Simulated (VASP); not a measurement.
# CuO (C2/c) in VASP: relaxation of cell and atoms with revpbe exchange, lyp correlation

Aim: the relaxation of cell and atoms of CuO with revpbe exchange, lyp correlation.

All numbers are computed with VASP 6.6.1; they aren't measurements. Logs are shortened: lines on timing, memory, paths and dates and some standing lists are left out, and cuts for length are marked.

### Step 1. The cell of the first run

The structure is monoclinic, space group C2/c (No. 15). The conventional cell has a = 4.684 Å, b = 3.423 Å, c = 5.129 Å, α = 90.00°, β = 99.54°, γ = 90.00°. Within 2.6 Å of Cu (site symmetry -1) lie 4 O at 1.95 to 1.96 Å. Within 3.0 Å of O (site symmetry 2) lie 6 Cu at 1.95 to 2.78 Å and 6 O at 2.62 to 2.90 Å.

### Step 2. Relaxation of cell and atoms, revpbe exchange, lyp correlation, target pressure 2 GPa, at which the enthalpy is minimised

INCAR

```
PREC = Accurate
ENCUT = 600
EDIFF = 1E-7
ISMEAR = 0
SIGMA = 0.1
LREAL = F
LASPH = T
NELM = 120
ALGO = Normal
ISIF = 3
LWAVE = F
LCHARG = F
GGA = LIBXC
LIBXC1 = GGA_X_PBE_R
LIBXC2 = GGA_C_LYP
IBRION = 2
NSW = 80
EDIFFG = -0.001
PSTRESS = 20.0
GGA_COMPAT = F
NELMIN = 4
```

KPOINTS

```
Automatic mesh
0
Gamma
  12 12 7
  0.5 0.5 0.5
```

POSCAR

```
CuO
1.0
    2.3418500000     -1.7113000000      0.0000000000
    2.3418500000      1.7113000000      0.0000000000
   -0.8500270000      0.0000000000      5.0578690000
Cu O
2 2
Direct
    0.0000000000      0.5000000000      0.0000000000
    0.5000000000      0.0000000000      0.5000000000
    0.5816000000      0.4184000000      0.2500000000
    0.4184000000      0.5816000000      0.7500000000
```

Potentials or basis: VASP PAW PBE potentials, release 64 (Cu, O).

Command:

```console
$ cat potpaw_PBE.64/Cu/POTCAR potpaw_PBE.64/O/POTCAR > POTCAR
$ mpirun -np 1 vasp_std > vasp.out
```

OUTCAR:

```text
PREC = Accurate
   ENCUT = 600
   EDIFF = 1E-7
   ISMEAR = 0
   LREAL = F
   LASPH = T
   NELM = 120
   ISIF = 3
   GGA = LIBXC
   IBRION = 2
   NSW = 80
   EDIFFG = -0.001
   PSTRESS = 20.0
   NELMIN = 4

 ion  position               nearest neighbor table
   1  0.000  0.500  0.000-   3 1.95   4 1.95   4 1.96   3 1.96
   2  0.500  0.000  0.500-   4 1.95   3 1.95   4 1.96   3 1.96
   3  0.582  0.418  0.250-   2 1.95   1 1.95   2 1.96   1 1.96
   4  0.418  0.582  0.750-   1 1.95   2 1.95   2 1.96   1 1.96

  LATTYP: Found a base centered monoclinic cell.
 ALAT       =     4.6837000000
 B/A-ratio  =     0.7307470589
 C/A-ratio  =     1.0950316075
 COS(beta)  =    -0.1657360545

  Lattice vectors:

 A1 = (   2.3418500000,  -1.7113000000,   0.0000000000)
 A2 = (   2.3418500000,   1.7113000000,   0.0000000000)
 A3 = (  -0.8500270000,   0.0000000000,   5.0578690000)

Analysis of symmetry for initial positions (statically):
=====================================================================
 Subroutine PRICEL returns:
 Original cell was already a primitive cell.

 Routine SETGRP: Setting up the symmetry group for a
 base centered monoclinic supercell.

 Subroutine GETGRP returns: Found  4 space group operations
 (whereof  2 operations were pure point group operations)
 out of a pool of  4 trial point group operations.

The static configuration has the point symmetry S_2 .
 The point group associated with its full space group is C_2h.

Analysis of symmetry for dynamics (positions and initial velocities):
=====================================================================
 Subroutine PRICEL returns:
 Original cell was already a primitive cell.

 Routine SETGRP: Setting up the symmetry group for a
 base centered monoclinic supercell.

 Subroutine GETGRP returns: Found  4 space group operations
 (whereof  2 operations were pure point group operations)
 out of a pool of  4 trial point group operations.

The dynamic configuration has the point symmetry S_2 .
 The point group associated with its full space group is C_2h.

 Subroutine INISYM returns: Found  4 space group operations
 (whereof  2 operations are pure point group operations),
 and found     1 'primitive' translations

----------------------------------------------------------------------------------------

                                     Primitive cell

  volume of cell :      40.5399

  direct lattice vectors                    reciprocal lattice vectors
     2.341850000 -1.711300000  0.000000000     0.213506416 -0.292175539  0.035881953
     2.341850000  1.711300000  0.000000000     0.213506416  0.292175539  0.035881953
    -0.850027000  0.000000000  5.057869000     0.000000000  0.000000000  0.197711724

  length of vectors
     2.900484289  2.900484289  5.128799540     0.363646875  0.363646875  0.197711724

  position of ions in fractional coordinates (direct lattice)
     1.000000000  0.500000000  0.000000000
     0.500000000  1.000000000  0.500000000
     0.581600000  0.418400000  0.250000000
     0.418400000  0.581600000  0.750000000

  ion indices of the primitive-cell ions
   primitive index   ion index
                 1           1
                 2           2
                 3           3
                 4           4

----------------------------------------------------------------------------------------

 KPOINTS: Automatic mesh

Automatic generation of k-mesh.
 Grid dimensions read from file:
 generate k-points for:   12   12    7

 Generating k-lattice:

  Cartesian coordinates                     Fractional coordinates (reciprocal lattice)
     0.017792201 -0.024347962  0.002990163     0.083333333 -0.000000000  0.000000000
     0.017792201  0.024347962  0.002990163    -0.000000000  0.083333333  0.000000000
     0.000000000  0.000000000  0.028244532     0.000000000  0.000000000  0.142857143

  Length of vectors
     0.030303906  0.030303906  0.028244532

  Shift w.r.t. Gamma in fractional coordinates (k-lattice)
     0.500000000  0.500000000  0.500000000

 Subroutine IBZKPT returns following result:
 ===========================================

 Found    276 irreducible k-points:

 Following reciprocal coordinates:
            Coordinates               Weight
  0.041667  0.041667  0.071429      2.000000
  0.125000  0.041667  0.071429      4.000000
  0.208333  0.041667  0.071429      4.000000
  0.291667  0.041667  0.071429      4.000000
  0.375000  0.041667  0.071429      4.000000
  0.458333  0.041667  0.071429      4.000000
[... 16 lines left out ...]
 -0.041667  0.125000  0.071429      4.000000
  0.208333  0.208333  0.071429      2.000000
 [... further k-points ...]
   k-points           NKPTS =    276   k-points in BZ     NKDIM =    276   number of bands    NBANDS=     21
   number of dos      NEDOS =    301   number of ions     NIONS =      4
   total plane-waves  NPLWV =  24192
   dimension x,y,z NGX =    24 NGY =   24 NGZ =   42
   dimension x,y,z NGXF=    48 NGYF=   48 NGZF=   84
   ions per type =               2   2
   NGX,Y,Z   is equivalent  to a cutoff of  13.76, 13.76, 13.61 a.u.
   NGXF,Y,Z  is equivalent  to a cutoff of  27.51, 27.51, 27.23 a.u.
 SYSTEM =  unknown system
   PREC   = accura    normal or accurate (medium, high low for compatibility)
   ISTART =      0    job   : 0-new  1-cont  2-samecut
   ICHARG =      2    charge: 1-file 2-atom 10-const
   ISPIN  =      1    spin polarized calculation?
   LNONCOLLINEAR =      F non collinear calculations
   LSORBIT =      F    spin-orbit coupling
   LASPH  =      T    aspherical Exc in radial PAW
   ENCUT  =  600.0 eV  44.10 Ry    6.64 a.u.   5.79  5.79 10.24*2*pi/ulx,y,z
   NELM   =    120;   NELMIN=  4; NELMDL= -5     # of ELM steps
   EDIFF  = 0.1E-06   stopping-criterion for ELM
   LREAL  =      F    real-space projection
   EDIFFG = -.1E-02   stopping-criterion for IOM
   NSW    =     80    number of steps for IOM
   IBRION =      2    ionic relax: 0-MD 1-quasi-New 2-CG
   NFREE  =      1    steps in history (QN), initial steepest desc. (CG)
   ISIF   =      3    stress and relaxation
   ISYM   =      2    0-nonsym 1-usesym 2-fastsym
   POTIM  = 0.5000    time-step for ionic-motion
   TEBEG  =    0.0;   TEEND  =   0.0 temperature during run
   PSTRESS=   20.0 pullay stress
   NELECT =      34.0000    total number of electrons
   NUPDOWN=      -1.0000    fix difference up-down
   EMIN   =  10.00;   EMAX   =-10.00  energy-range for DOS
   EFERMI =   0.00;   METHOD = LEGACY
   ISMEAR =     0;   SIGMA  =   0.10  broadening in eV -4-tet -1-fermi 0-gaus
   EFERMI_NEDOS =   21; number of points for ismear=-14 and -15
   IALGO  =     38    algorithm
   IMIX   =      4    mixing-type and parameters
     AMIX     =   0.40;   BMIX     =  1.00
     AMIX_MAG =   1.60;   BMIX_MAG =  1.00
  volume/ion in A,a.u.               =      10.13        68.39
  Fermi-wavevector in a.u.,A,eV,Ry     =   1.543856  2.917465 32.429381  2.383492
  Thomas-Fermi vector in A             =   2.649460
   LORBIT       =      0    0 simple, 1 ext, 2 COOP (PROOUT), +10 PAW based schemes
   GGA     = LIBXC    functional components
   LHFCALC =     F    Hartree Fock is set to
   AEXX    =    0.0000 exact exchange contribution
   IVDW    =     0    specifies the selected vdW correction
   LEPSILON=     F    determine dielectric tensor
   LRPA    =     F    only Hartree local field effects (RPA)
 conjugate gradient relaxation of ions
 non-spin polarized calculation
 Gauss-broadening in eV      SIGMA  =   0.10
  energy-cutoff  :      600.00
  volume of cell :       40.54
 maximum number of plane-waves:      1366
   NGX = 11   NGY = 11   NGZ = 21

--------------------------------------- Ionic step        1  -------------------------------------------

 number of electron      33.9999983 magnetization

 Free energy of the ion-electron system (eV)
  ---------------------------------------------------
  ext. energy  EPLUGINS =         0.00000000
  ---------------------------------------------------
  free energy    TOTEN  =       -16.90579502 eV

  energy without entropy =      -16.89413871  energy(sigma->0) =      -16.89996687

------------------------ aborting loop because EDIFF is reached ----------------------------------------

  FORCE on cell =-STRESS in cart. coord.  units (eV):
  Direction    XX          YY          ZZ          XY          YZ          ZX
  --------------------------------------------------------------------------------------
  -------------------------------------------------------------------------------------
  Total        4.4329291      4.3697931      4.5243434      0.0000000      0.0000000     -0.4311382
  in kB      175.1937354    172.6985382    178.8065179      0.0000000      0.0000000    -17.0390085
  external PRESSURE =     155.5662638 kB  Pullay stress =      20.0000000 kB
[... 103 lines left out ...]
  energy  without entropy=      -17.1123461207  energy(sigma->0) =      -17.11832238

  enthalpy is  TOTEN    =       -16.5708584675 eV   P V=        0.5534401715

 E-fermi :   4.7729     XC(G=0): -10.3204

 val. band max:        4.7698616842   @ k =   0.4583   0.3750   0.3571
 cond. band min:       4.7749638296   @ k =  -0.1250   0.1250   0.3571
 fundamental gap:      0.0051021454
 Fermi energy:         4.7729047635

 k-point     1 :       0.0417    0.0417    0.0714
  band No.  band energies     occupation
      1     -14.5452      2.00000
      2     -13.3950      2.00000
      3      -2.6546      2.00000
      4      -0.3632      2.00000
      5      -0.2820      2.00000
      6       1.1401      2.00000
[... 565 lines left out ...]
     20      10.6802      0.00000
     21      13.4986      0.00000

 [... further k-points ...]

[... ionic steps 4 to 34 ...]

--------------------------------------- Ionic step       35  -------------------------------------------

 number of electron      34.0000026 magnetization

------------------------ aborting loop because EDIFF is reached ----------------------------------------
[... 75 lines left out ...]
--------------------------------------- Ionic step       37  -------------------------------------------

 number of electron      34.0000026 magnetization

 Free energy of the ion-electron system (eV)
  ---------------------------------------------------
  ext. energy  EPLUGINS =         0.00000000
  ---------------------------------------------------
  free energy    TOTEN  =       -17.38102299 eV

  energy without entropy =      -17.36923996  energy(sigma->0) =      -17.37513147

 E-fermi :   4.6648     XC(G=0): -10.2784

 val. band max:        4.6576419390   @ k =   0.3750   0.3750   0.3571
 cond. band min:       4.6648762342   @ k =  -0.3750  -0.3750   0.3571
 fundamental gap:      0.0072342952
 Fermi energy:         4.6648153462

 k-point     1 :       0.0417    0.0417    0.0714
  band No.  band energies     occupation
      1     -14.5642      2.00000
      2     -13.4685      2.00000
      3      -2.6923      2.00000
      4      -0.3853      2.00000
      5      -0.2839      2.00000
      6       1.1252      2.00000
[... 565 lines left out ...]
     20      10.5317      0.00000
     21      13.4082      0.00000

 [... further k-points ...]
[... 5 lines left out ...]
  --------------------------------------------------------------------------------------
  -------------------------------------------------------------------------------------
  Total        0.5895141      0.5876158      0.5909529      0.0000000      0.0000000     -0.0021610
  in kB       20.0812100     20.0165453     20.1302203      0.0000000      0.0000000     -0.0736115
  external PRESSURE =       0.0759918 kB  Pullay stress =      20.0000000 kB
[... 23 lines left out ...]
  energy  without entropy=      -17.3692399593  energy(sigma->0) =      -17.37513147

  enthalpy is  TOTEN    =       -16.7938928970 eV   P V=        0.5871300882

 reached required accuracy - stopping structural energy minimisation
```

It took 45 min on 1 thread of Intel Xeon Platinum 8559C (Emerald Rapids), shared host; peak memory 0.4 GiB.

What came out:

* Free energy: -17.3810 eV
* Relaxed volume: 11.76 Å³/atom
* Relaxed cell: a = 2.997 Å, b = 2.997 Å, c = 5.246 Å, α = 90.14°, β = 90.14°, γ = 86.59°
* Space group after relaxing (to 0.1 Å): Cccm (No. 66)
* Energy change on relaxing (the run minimises the enthalpy): -118.8 meV/atom
* Ionic steps: 37
* Pressure after relaxing: 2.0 GPa
* Band gap on the k mesh: zero (bands 17 and 18 overlap by 1.02 eV)

The path:
```
step  energy change (eV)  largest force (eV/Å)  pressure (GPa)  volume (Å³)
   1              0.0000                0.1297           17.56        40.54
   2             -0.2005                0.4639           -4.28        46.59
   3             -0.2185                0.3543            1.98        44.34
   4             -0.2452                0.3156            2.00        44.60
   5             -0.3035                0.1803            2.20        45.35
   6             -0.3061                0.1484            2.92        46.70
   7             -0.3247                0.0384            2.52        45.93
   8             -0.3510                0.0508            1.95        46.32
   9             -0.4132                0.0645            0.17        47.45
  10             -0.4463                0.0011           -3.82        49.42
  11             -0.4436                0.0384           -1.31        48.29
  12             -0.4618                0.0136            1.39        47.32
  13             -0.4603                0.0071            3.11        46.73
  14             -0.4594                0.0069            3.32        46.65
  15             -0.4683                0.0413            2.34        46.89
  16             -0.4696                0.0500            1.98        46.97
  17             -0.4695                0.0494            1.98        46.96
  18             -0.4703                0.0475            1.99        46.97
  19             -0.4722                0.0423            2.03        46.98
  20             -0.4744                0.0336            2.05        47.00
  21             -0.4747                0.0304            2.06        47.01
  22             -0.4761                0.0184            1.77        47.12
  23             -0.4757                0.0014            1.89        47.07
  24             -0.4736                0.0095            2.40        46.92
  25             -0.4752                0.0005            1.99        47.03
  26             -0.4752                0.0013            2.02        47.03
  27             -0.4752                0.0008            2.00        47.03
  28             -0.4752                0.0010            2.02        47.03
  29             -0.4751                0.0011            2.02        47.03
  30             -0.4752                0.0010            2.01        47.03
  31             -0.4754                0.0008            1.93        47.05
  32             -0.4753                0.0009            1.96        47.04
  33             -0.4752                0.0013            2.00        47.04
  34             -0.4752                0.0015            2.00        47.03
  35             -0.4752                0.0010            1.99        47.04
  36             -0.4753                0.0002            1.98        47.04
  37             -0.4752                0.0003            2.01        47.03
```

Final structure:
```yaml
crystal:
  lattice:
    - [2.17459, -2.05516, 0.16905]
    - [2.17459, 2.05516, 0.16905]
    - [-0.42444, 0.00000, 5.22915]
  atoms:
    - { symbol: Cu, position: [0.00000, 0.50000, 0.00000] }
    - { symbol: Cu, position: [0.50000, 0.00000, 0.50000] }
    - { symbol: O, position: [0.50080, 0.49920, 0.25000] }
    - { symbol: O, position: [0.49920, 0.50080, 0.75000] }
```

Levels at points of the mesh, in eV from the Fermi level:
```tsv
k point	band 14	band 15	band 16	band 17	band 18	band 19	band 20	band 21
(0.04, 0.04, 0.07)	-2.15	-2.13	-1.85	0.51	0.60	1.60	6.14	7.36
```

Caveat: the cell is relaxed towards a set pressure, so the run minimises the enthalpy, not the energy; the volume moved by over 15 % at a fixed basis, so the end points are rough; the PAW data sets were made with another functional, which shifts forces and pressure a little; semilocal functionals often make such compounds metallic where correlation or magnetic order opens a gap, which also shifts bond lengths.
